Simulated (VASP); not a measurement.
# ZnS in VASP: notebook, part 2 of 2

VASP 6.6.1.

## (3) Relaxation of cell and atoms, PBEsol

This run uses another cell than the first one, of 19.60 Å³/atom.

Contents of INCAR:

```
SYSTEM = ZnS
PREC = Accurate
ENCUT = 600
EDIFF = 1E-6
ISMEAR = -1
SIGMA = 0.08
LREAL = .False.
LASPH = .True.
NELM = 60
ALGO = Normal
ISIF = 3
LWAVE = .False.
LCHARG = .False.
GGA = PS
IBRION = 2
NSW = 100
EDIFFG = -0.002
```

Contents of KPOINTS:

```
Automatic mesh
0
Gamma
  10 10 6
  0 0 0
```

Contents of POSCAR:

```
ZnS
1.0
    3.8110000000      0.0000000000      0.0000000000
   -1.9055000000      3.3004228138      0.0000000000
    0.0000000000      0.0000000000      6.2340000000
Zn S
2 2
Direct
    0.3333333333      0.6666666667      0.0000000000
    0.6666666667      0.3333333333      0.5000000000
    0.3333333333      0.6666666667      0.3850000000
    0.6666666667      0.3333333333      0.8850000000
```

Potentials or basis: VASP PAW PBE potentials, release 64 (Zn, S).

Command:

```sh
cat potpaw_PBE.64/Zn/POTCAR potpaw_PBE.64/S/POTCAR > POTCAR
mpirun -np 1 vasp_std > vasp.out
```

OUTCAR:

```text
SYSTEM = ZnS
   PREC = Accurate
   ENCUT = 600
   EDIFF = 1E-6
   ISMEAR = -1
   LREAL = .False.
   LASPH = .True.
   NELM = 60
   ISIF = 3
   GGA = PS
   IBRION = 2
   NSW = 100
   EDIFFG = -0.002

 ion  position               nearest neighbor table
   1  0.333  0.667  0.000-   4 2.31   4 2.31   4 2.31   3 2.40
   2  0.667  0.333  0.500-   3 2.31   3 2.31   3 2.31   4 2.40
   3  0.333  0.667  0.385-   2 2.31   2 2.31   2 2.31   1 2.40
   4  0.667  0.333  0.885-   1 2.31   1 2.31   1 2.31   2 2.40

  LATTYP: Found a hexagonal cell.
 ALAT       =     3.8110000000
 C/A-ratio  =     1.6357911309

  Lattice vectors:

 A1 = (   3.8110000000,   0.0000000000,   0.0000000000)
 A2 = (  -1.9055000000,   3.3004228138,   0.0000000000)
 A3 = (   0.0000000000,   0.0000000000,   6.2340000000)
[... 378 lines left out ...]
  ---------------------------------------------------
  free energy    TOTEN  =       -15.16810944 eV

  energy without entropy =      -15.16810941  energy(sigma->0) =      -15.16810943

 E-fermi :   3.4180     XC(G=0):  -9.9524

 val. band max:        2.2541545386   @ k =   0.0000   0.0000   0.0000
 cond. band min:       4.4051412496   @ k =   0.0000   0.0000   0.0000
 fundamental gap:      2.1509867111
 Fermi energy:         3.4180470670

 k-point     1 :       0.0000    0.0000    0.0000
  band No.  band energies     occupation
      1     -11.0951      2.00000
      2     -10.1028      2.00000
      3      -4.2241      2.00000
      4      -4.2077      2.00000
      5      -4.2077      2.00000
      6      -4.1225      2.00000
[... 589 lines left out ...]
     21       7.7548      0.00000
     22       8.6204      0.00000

 [... further k-points ...]

------------------------ aborting loop because EDIFF is reached ----------------------------------------

  FORCE on cell =-STRESS in cart. coord.  units (eV):
  Direction    XX          YY          ZZ          XY          YZ          ZX
  --------------------------------------------------------------------------------------
  -------------------------------------------------------------------------------------
  Total       -0.0026043     -0.0026043      0.0036840      0.0000000     -0.0000000      0.0000000
  in kB       -0.0541272     -0.0541272      0.0765670      0.0000000     -0.0000000      0.0000000
  external PRESSURE =      -0.0105625 kB  Pullay stress =       0.0000000 kB
[... 19 lines left out ...]
  FREE ENERGIE OF THE ION-ELECTRON SYSTEM (eV)
  ---------------------------------------------------
  free  energy   TOTEN  =       -15.1681094441 eV

  energy  without entropy=      -15.1681094084  energy(sigma->0) =      -15.16810943

 reached required accuracy - stopping structural energy minimisation
```

OSZICAR:

```text
N       E                     dE             d eps       ncg     rms          rms(c)
DAV:   1     0.247565016455E+03    0.24757E+03   -0.19027E+04  2464   0.218E+03
DAV:   2     0.879081464180E+01   -0.23877E+03   -0.23274E+03  2518   0.404E+02
DAV:   3    -0.153459034950E+02   -0.24137E+02   -0.24008E+02  3006   0.126E+02
[... 128 lines left out ...]
DAV:   2    -0.151681091093E+02    0.31268E-07   -0.16593E-07  1250   0.465E-03
  19 F= -.15168109E+02 E0= -.15168109E+02  d E =-.438815E-06
       N       E                     dE             d eps       ncg     rms          rms(c)
DAV:   1    -0.151681107581E+02   -0.16176E-05   -0.26781E-05  2812   0.881E-02    0.893E-03
DAV:   2    -0.151681096155E+02    0.11426E-05   -0.63541E-06  2146   0.584E-02    0.355E-03
DAV:   3    -0.151681094441E+02    0.17141E-06   -0.47495E-07  1244   0.501E-03
  20 F= -.15168109E+02 E0= -.15168109E+02  d E =-.334851E-06
```

CONTCAR:

```text
ZnS
   1.00000000000000
     3.7853233222863083    0.0000000000000000    0.0000000000000000
    -1.8926616611431542    3.2781861586156107    0.0000000000000000
     0.0000000000000000    0.0000000000000000    6.2123317530817133
  Zn              S
     2     2
Direct
     0.3333333332999970    0.6666666667000030    0.0054098124778168
     0.6666666667000030    0.3333333332999970    0.5054098124778168
     0.3333333332999970    0.6666666667000030    0.3795901875221812
     0.6666666667000030    0.3333333332999970    0.8795901875221812

  0.00000000E+00  0.00000000E+00  0.00000000E+00
  0.00000000E+00  0.00000000E+00  0.00000000E+00
  0.00000000E+00  0.00000000E+00  0.00000000E+00
  0.00000000E+00  0.00000000E+00  0.00000000E+00
```

Run time: 12 min. Hardware: 1 thread of Oxide Virtual Turin-like, shared host; peak memory 0.24 GiB.

What came out:

* Free energy: -15.1681 eV
* Relaxed volume: 19.27 Å³/atom
* Relaxed cell: a = 3.785 Å, b = 3.785 Å, c = 6.212 Å, α = 90.00°, β = 90.00°, γ = 120.00°
* Space group after relaxing (to 0.1 Å): P6_3mc (No. 186)
* Energy gained by relaxing: 6.5 meV/atom
* Ionic steps: 20
* Pressure after relaxing: 0.0 GPa
* Band gap on the k mesh: 2.15 eV

Step by step:
```
step  energy change (eV)  largest force (eV/Å)  pressure (GPa)  volume (Å³)
   1              0.0000                0.3085           -1.10        78.41
   2             -0.0199                0.1198            0.24        76.89
   3             -0.0200                0.0994            0.34        76.76
   4             -0.0232                0.0459            0.04        77.05
   5             -0.0244                0.0016           -0.20        77.29
   6             -0.0245                0.0169           -0.25        77.38
   7             -0.0258                0.0102            0.03        77.12
   8             -0.0258                0.0080           -0.08        77.14
   9             -0.0258                0.0083           -0.03        77.14
  10             -0.0258                0.0007            0.06        77.08
  11             -0.0259                0.0030           -0.03        77.09
  12             -0.0258                0.0014            0.02        77.08
  13             -0.0258                0.0037           -0.01        77.08
  14             -0.0259                0.0002            0.01        77.08
  15             -0.0258                0.0051           -0.01        77.08
  16             -0.0258                0.0013            0.00        77.08
  17             -0.0259                0.0002            0.01        77.08
  18             -0.0259                0.0002            0.02        77.08
  19             -0.0259                0.0004            0.02        77.08
  20             -0.0259                0.0005            0.00        77.09
```

Final structure:
```
CELL_PARAMETERS angstrom
3.78532 0.00000 0.00000
-1.89266 3.27819 0.00000
0.00000 0.00000 6.21233
ATOMIC_POSITIONS crystal
Zn 0.33333 0.66667 0.00541
Zn 0.66667 0.33333 0.50541
S 0.33333 0.66667 0.37959
S 0.66667 0.33333 0.87959
```

Caveat: the PAW data sets were made with another functional, which shifts forces and pressure a little.

## (4) Single point, PBEsol, non-collinear spin, zero start, spin-orbit coupling

Contents of INCAR:

```
SYSTEM = ZnS
PREC     = Accurate       ! precision mode
ENCUT    = 520            ! plane-wave cutoff, eV
EDIFF    = 1E-7           ! SCF threshold, eV
ISMEAR   = 0              ! smearing method
SIGMA    = 0.01           ! smearing width, eV
LREAL    = .FALSE.        ! projectors in reciprocal space
LASPH    = .TRUE.         ! aspherical terms in the spheres
NELM     = 150            ! most SCF steps
ALGO     = Normal         ! electronic algorithm
ISIF     = 2              ! what is computed and relaxed
LWAVE    = .FALSE.        ! write WAVECAR
LCHARG   = .TRUE.         ! write CHGCAR
LNONCOLLINEAR= .TRUE.         ! non-collinear magnetism
MAGMOM   = 0 0 0 0 0 0 0 0 0 0 0 0 ! initial moments
LORBIT   = 11             ! projections on sites
LSORBIT  = .TRUE.         ! spin-orbit coupling
GGA_COMPAT= .FALSE.      
LORBMOM  = .TRUE.       
GGA      = PS             ! functional
LVHAR    = .TRUE.       
NBANDS   = 50             ! bands
```

Contents of KPOINTS:

```
Automatic mesh
0
G
  8 8 4
  0 0 0
```

Contents of POSCAR:

```
ZnS
1.0
    3.7815781029      0.0000000000      0.0000000000
   -1.8907890514      3.2749427035      0.0000000000
    0.0000000000      0.0000000000      6.2089610191
Zn S
2 2
Direct
    0.3333333333      0.6666666667      0.0054423638
    0.6666666667      0.3333333333      0.5054423638
    0.3333333333      0.6666666667      0.3795576362
    0.6666666667      0.3333333333      0.8795576362
```

Potentials or basis: VASP PAW PBE potentials, release 64 (Zn, S).

Command:

```sh
cat potpaw_PBE.64/Zn/POTCAR potpaw_PBE.64/S/POTCAR > POTCAR
mpirun -np 1 vasp_ncl > vasp.out
```

OUTCAR:

```text
SYSTEM = ZnS
   PREC = Accurate
   ENCUT = 520
   EDIFF = 1E-7
   ISMEAR = 0
   LREAL = .FALSE.
   LASPH = .TRUE.
   NELM = 150
   ISIF = 2
   LNONCOLLINEAR = .TRUE.
   LORBIT = 11
   LSORBIT = .TRUE.
   GGA = PS

 ion  position               nearest neighbor table
   1  0.333  0.667  0.005-   4 2.32   4 2.32   4 2.32   3 2.32
   2  0.667  0.333  0.505-   3 2.32   3 2.32   3 2.32   4 2.32
   3  0.333  0.667  0.380-   2 2.32   2 2.32   2 2.32   1 2.32
   4  0.667  0.333  0.880-   1 2.32   1 2.32   1 2.32   2 2.32

  LATTYP: Found a hexagonal cell.
 ALAT       =     3.7815781029
 C/A-ratio  =     1.6418968087

  Lattice vectors:

 A1 = (   3.7815781029,   0.0000000000,   0.0000000000)
 A2 = (  -1.8907890514,   3.2749427035,   0.0000000000)
 A3 = (   0.0000000000,   0.0000000000,   6.2089610191)

Analysis of symmetry for initial positions (statically):
=====================================================================
 Subroutine PRICEL returns:
 Original cell was already a primitive cell.

 Routine SETGRP: Setting up the symmetry group for a
 hexagonal supercell.

 Subroutine GETGRP returns: Found 12 space group operations
 (whereof  6 operations were pure point group operations)
 out of a pool of 24 trial point group operations.

The static configuration has the point symmetry C_3v.
 The point group associated with its full space group is C_6v.

Analysis of symmetry for dynamics (positions and initial velocities):
=====================================================================
 Subroutine PRICEL returns:
 Original cell was already a primitive cell.

 Routine SETGRP: Setting up the symmetry group for a
 hexagonal supercell.

 Subroutine GETGRP returns: Found 12 space group operations
 (whereof  6 operations were pure point group operations)
 out of a pool of 24 trial point group operations.

The dynamic configuration has the point symmetry C_3v.
 The point group associated with its full space group is C_6v.

Analysis of structural, dynamic, and magnetic symmetry:
=====================================================================
 Subroutine PRICEL returns:
[... 1454 lines left out ...]
  4         0.000   0.000   0.000
 ----------------------------------------
           -0.000  -0.000  -0.000

 orbital moment (z)

 # of ion     p       d       tot
 ----------------------------------------
  1        -0.000   0.000   0.000
  2         0.000   0.000   0.000
  3         0.000   0.000   0.000
  4         0.000   0.000   0.000
 ----------------------------------------
           -0.000   0.000   0.000

 Spin-Orbit-Coupling matrix elements

 Ion:    1  E_soc:     -0.0085469
 l=   1
     0.0000000    -0.0004264    -0.0004290
    -0.0004264     0.0000000    -0.0004264
    -0.0004290    -0.0004264     0.0000000
 l=   2
     0.0000000    -0.0001983     0.0000000    -0.0001983    -0.0008017
    -0.0001983     0.0000000    -0.0006003    -0.0001962    -0.0001983
     0.0000000    -0.0006003     0.0000000    -0.0006003     0.0000000
    -0.0001983    -0.0001962    -0.0006003     0.0000000    -0.0001983
    -0.0008017    -0.0001983     0.0000000    -0.0001983     0.0000000
 l=   3
     0.0000000     0.0000000     0.0000000     0.0000000     0.0000000     0.0000000     0.0000000
     0.0000000     0.0000000     0.0000000     0.0000000     0.0000000     0.0000000     0.0000000
     0.0000000     0.0000000     0.0000000     0.0000000     0.0000000     0.0000000     0.0000000
     0.0000000     0.0000000     0.0000000     0.0000000     0.0000000     0.0000000     0.0000000
[... 49 lines left out ...]
 l=   2
     0.0000000     0.0000000     0.0000000     0.0000000     0.0000000
     0.0000000     0.0000000     0.0000000     0.0000000     0.0000000
     0.0000000     0.0000000     0.0000000     0.0000000     0.0000000
     0.0000000     0.0000000     0.0000000     0.0000000     0.0000000
     0.0000000     0.0000000     0.0000000     0.0000000     0.0000000
 l=   3
     0.0000000     0.0000000     0.0000000     0.0000000     0.0000000     0.0000000     0.0000000
     0.0000000     0.0000000     0.0000000     0.0000000     0.0000000     0.0000000     0.0000000
     0.0000000     0.0000000     0.0000000     0.0000000     0.0000000     0.0000000     0.0000000
     0.0000000     0.0000000     0.0000000     0.0000000     0.0000000     0.0000000     0.0000000
     0.0000000     0.0000000     0.0000000     0.0000000     0.0000000     0.0000000     0.0000000
     0.0000000     0.0000000     0.0000000     0.0000000     0.0000000     0.0000000     0.0000000
     0.0000000     0.0000000     0.0000000     0.0000000     0.0000000     0.0000000     0.0000000

 total charge

# of ion       s       p       d       tot
------------------------------------------
    1        0.531   0.504   9.802  10.837
    2        0.531   0.504   9.802  10.837
    3        1.308   2.424   0.000   3.732
    4        1.308   2.424   0.000   3.732
--------------------------------------------------
tot          3.678   5.856  19.603  29.137

 magnetization (x)

# of ion       s       p       d       tot
------------------------------------------
    1        0.000   0.000  -0.000   0.000
    2       -0.000  -0.000   0.000  -0.000
    3        0.000   0.000   0.000   0.000
    4       -0.000   0.000   0.000  -0.000
--------------------------------------------------
tot         -0.000   0.000  -0.000  -0.000

 magnetization (y)

# of ion       s       p       d       tot
------------------------------------------
    1       -0.000  -0.000   0.000  -0.000
    2       -0.000   0.000   0.000   0.000
    3        0.000   0.000   0.000   0.000
    4        0.000   0.000   0.000   0.000
--------------------------------------------------
tot         -0.000   0.000   0.000  -0.000

 magnetization (z)

# of ion       s       p       d       tot
------------------------------------------
    1       -0.000   0.000   0.000  -0.000
    2       -0.000  -0.000  -0.000  -0.000
    3       -0.000  -0.000   0.000  -0.000
    4       -0.000  -0.000   0.000  -0.000
--------------------------------------------------
tot         -0.000  -0.000  -0.000  -0.000
```

It took 6.9 min on 1 thread of Oxide Virtual Turin-like, shared host; peak memory 0.43 GiB.

What came out:

```
Free energy                                           : -15.1773 eV
Pressure                                              : 0.2 GPa
Net moment                                            : 0.00 μB per cell
Valence electrons inside the program's atomic spheres : Zn 10.84; S 3.73
```

Moments on the atoms (μB; x, y, z):
```
Zn  0.00 0.00 0.00
Zn  0.00 0.00 0.00
S   0.00 0.00 0.00
S   0.00 0.00 0.00
```

Caveat: the PAW data sets were made with another functional, which shifts forces and pressure a little.

## (5) Summary

```csv
task,spin,cell,k mesh,cutoff (eV),smearing,gap on the mesh (eV),pressure (GPa)
single point,off,"a = 3.782, b = 3.773, c = 6.209 Å, angles 89.9, 89.7, 119.8°, 4 atoms, atomic positions A",8 × 8 × 4,520,gaussian 0.01 eV,2.15,0.2
relaxation of cell and atoms,off,"relaxed from a = 3.811, b = 3.811, c = 6.234 Å, angles 90.0, 90.0, 120.0°, 4 atoms, atomic positions B",10 × 10 × 6,600,fermi-dirac 0.08 eV,2.15,0.0
single point,"non-collinear, zero start, SOC","a = 3.782, b = 3.782, c = 6.209 Å, angles 90.0, 90.0, 120.0°, 4 atoms, atomic positions C",8 × 8 × 4,520,gaussian 0.01 eV,-,0.2
```

Alike in all rows: level PBEsol; potentials or basis VASP PAW PBE potentials, release 64 (Zn, S).

Caveats: the PAW data sets were made with another functional, which shifts forces and pressure a little.

Absolute energies hang on the potentials; compare differences alone.
